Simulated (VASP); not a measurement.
# SrMg (P-6m2) in VASP: further runs, part 2 of 2

VASP 6.6.1.

### 3 Relaxation of volume and atoms at fixed shape, LDA

This run uses another cell than the first one, of 39.73 Å³/atom, 1.094 times its volume.

Contents of INCAR:

```
PREC = Accurate
ENCUT = 600
EDIFF = 1E-7
ISMEAR = 1
SIGMA = 0.1
LREAL = False
LASPH = True
NELM = 80
ALGO = Normal
ISIF = 8
LWAVE = False
LCHARG = False
GGA = CA
IBRION = 2
NSW = 80
EDIFFG = -0.02
```

Contents of KPOINTS:

```
Automatic mesh
0
Gamma
  5 5 3
```

Contents of POSCAR:

```
SrMg
1.0
    4.0516740000      0.0000000000      0.0000000000
   -2.0258370000      3.5088530000      0.0000000000
    0.0000000000      0.0000000000      5.5893800000
Sr Mg
1 1
Direct
    0.0000000000      0.0000000000      0.0000000000
    0.6666666667      0.3333333333      0.5000000000
```

Potentials or basis: VASP PAW LDA potentials, release 64 (Sr_sv, Mg).

The run is started by

```
$ cat potpaw_LDA.64/Sr_sv/POTCAR potpaw_LDA.64/Mg/POTCAR > POTCAR
$ mpirun -np 1 vasp_std > vasp.out
```

OUTCAR:

```text
PREC = Accurate
   ENCUT = 600
   EDIFF = 1E-7
   ISMEAR = 1
   LREAL = False
   LASPH = True
   NELM = 80
   ISIF = 8
   GGA = CA
   IBRION = 2
   NSW = 80
   EDIFFG = -0.02

 ion  position               nearest neighbor table
   1  0.000  0.000  0.000-   2 3.64   2 3.64   2 3.64   2 3.64   2 3.64   2 3.64
   2  0.667  0.333  0.500-   1 3.64   1 3.64   1 3.64   1 3.64   1 3.64   1 3.64

  LATTYP: Found a hexagonal cell.
 ALAT       =     4.0516740000
 C/A-ratio  =     1.3795236241

  Lattice vectors:

 A1 = (   4.0516740000,   0.0000000000,   0.0000000000)
 A2 = (  -2.0258370000,   3.5088530000,   0.0000000000)
 A3 = (   0.0000000000,   0.0000000000,   5.5893800000)

Analysis of symmetry for initial positions (statically):
=====================================================================
 Subroutine PRICEL returns:
 Original cell was already a primitive cell.

 Routine SETGRP: Setting up the symmetry group for a
 hexagonal supercell.

 Subroutine GETGRP returns: Found 12 space group operations
 (whereof 12 operations were pure point group operations)
 out of a pool of 24 trial point group operations.

[... 137 lines left out ...]

--------------------------------------- Ionic step        1  -------------------------------------------

 number of electron      12.0000000 magnetization

 Free energy of the ion-electron system (eV)
  ---------------------------------------------------
  ext. energy  EPLUGINS =         0.00000000
  ---------------------------------------------------
  free energy    TOTEN  =        -3.48144957 eV

  energy without entropy =       -3.47753833  energy(sigma->0) =       -3.48014582

------------------------ aborting loop because EDIFF is reached ----------------------------------------

  FORCE on cell =-STRESS in cart. coord.  units (eV):
  Direction    XX          YY          ZZ          XY          YZ          ZX
  --------------------------------------------------------------------------------------
  -------------------------------------------------------------------------------------
  Total       -0.7388164     -0.7388166     -0.8602911      0.0000000     -0.0000000      0.0000000
  in kB      -14.8964852    -14.8964885    -17.3457360      0.0000000     -0.0000000      0.0000000
  external PRESSURE =     -15.7129032 kB  Pullay stress =       0.0000000 kB
[... 59 lines left out ...]
--------------------------------------- Ionic step        3  -------------------------------------------

 number of electron      12.0000000 magnetization

 Free energy of the ion-electron system (eV)
  ---------------------------------------------------
  ext. energy  EPLUGINS =         0.00000000
  ---------------------------------------------------
  free energy    TOTEN  =        -3.51923511 eV

  energy without entropy =       -3.51562029  energy(sigma->0) =       -3.51803017

 E-fermi :   2.0664     XC(G=0):  -8.1594

 val. band max:        1.9387401083   @ k =   0.2000   0.0000   0.0000
 cond. band min:       2.0839719027   @ k =   0.4000  -0.0000   0.3333
 fundamental gap:      0.1452317944
 Fermi energy:         2.0664154675

 k-point     1 :       0.0000    0.0000    0.0000
  band No.  band energies     occupation
      1     -34.0191      2.00000
      2     -16.1693      2.00000
      3     -15.9772      2.00000
      4     -15.9772      2.00000
      5      -3.0631      2.00000
      6       1.3210      2.00000
      7       2.4330     -0.00000
      8       4.4770      0.00000
      9       4.4770      0.00000
     10       6.3662      0.00000
[... 144 lines left out ...]
  FREE ENERGIE OF THE ION-ELECTRON SYSTEM (eV)
  ---------------------------------------------------
  free  energy   TOTEN  =        -3.5192351097 eV

  energy  without entropy=       -3.5156202893  energy(sigma->0) =       -3.51803017

 reached required accuracy - stopping structural energy minimisation
```

OSZICAR:

```text
N       E                     dE             d eps       ncg     rms          rms(c)
DAV:   1     0.534911412834E+02    0.53491E+02   -0.56879E+03   200   0.112E+03
DAV:   2    -0.390819410228E+00   -0.53882E+02   -0.53004E+02   210   0.188E+02
DAV:   3    -0.343181065579E+01   -0.30410E+01   -0.29775E+01   342   0.377E+01
[... 28 lines left out ...]
DAV:   5    -0.351891905619E+01   -0.87898E-03   -0.37435E-03   306   0.357E-01    0.156E-01
DAV:   6    -0.351923997060E+01   -0.32091E-03   -0.90297E-04   340   0.193E-01    0.262E-02
DAV:   7    -0.351923601677E+01    0.39538E-05   -0.21616E-05   250   0.346E-02    0.142E-02
DAV:   8    -0.351923506113E+01    0.95563E-06   -0.82843E-06   348   0.165E-02    0.470E-03
DAV:   9    -0.351923510971E+01   -0.48579E-07   -0.21117E-07   178   0.602E-03
   3 F= -.35192351E+01 E0= -.35180302E+01  d E =-.377855E-01
```

CONTCAR:

```text
SrMg
   1.00000000000000
     3.9294083719668000    0.0000000000000000    0.0000000000000000
    -1.9647041859834000    3.4029678484006420    0.0000000000000000
     0.0000000000000000    0.0000000000000000    5.4207116777173567
  Sr              Mg
     1     1
Direct
     0.0000000000000000    0.0000000000000000    0.0000000000000000
     0.6666666667000030    0.3333333332999970    0.5000000000000000

  0.00000000E+00  0.00000000E+00  0.00000000E+00
  0.00000000E+00  0.00000000E+00  0.00000000E+00
```

Wall time 16 s (1 thread of Intel Xeon Platinum 8488C (Sapphire Rapids), shared host); peak memory 0.19 GiB.

What came out:

| Item | Value |
| --- | --- |
| Free energy | -3.5192 eV |
| Relaxed volume | 36.24 Å³/atom |
| Relaxed cell | a = 3.929 Å, b = 3.929 Å, c = 5.421 Å, α = 90.00°, β = 90.00°, γ = 120.00° |
| Space group after relaxing (to 0.05 Å) | P-6m2 (No. 187) |
| Energy gained by relaxing | 18.9 meV/atom |
| Ionic steps | 3 |
| Pressure after relaxing | -0.1 GPa |
| Band gap on the k mesh | zero (band 6 reaches 2.22 eV, above the bottom of band 7 at 2.08 eV) |

The path:
| step | energy change (eV) | largest force (eV/Å) | pressure (GPa) | volume (Å³) |
| --- | --- | --- | --- | --- |
| 1 | 0.0000 | 0.0000 | -1.57 | 79.46 |
| 2 | -0.0315 | 0.0000 | -0.69 | 75.07 |
| 3 | -0.0378 | 0.0000 | -0.08 | 72.48 |

Final structure:
```cif
data_structure
_symmetry_space_group_name_H-M 'P 1'
_symmetry_Int_Tables_number 1
_cell_length_a 3.9294
_cell_length_b 3.9294
_cell_length_c 5.4207
_cell_angle_alpha 90.000
_cell_angle_beta 90.000
_cell_angle_gamma 120.000
_cell_volume 72.48
loop_
_atom_site_label
_atom_site_type_symbol
_atom_site_fract_x
_atom_site_fract_y
_atom_site_fract_z
_atom_site_occupancy
Sr1 Sr 0.00000 0.00000 0.00000 1
Mg1 Mg 0.66667 0.33333 0.50000 1
```

Caveat: the k points lie up to 0.39 Å⁻¹ apart in the final cell.
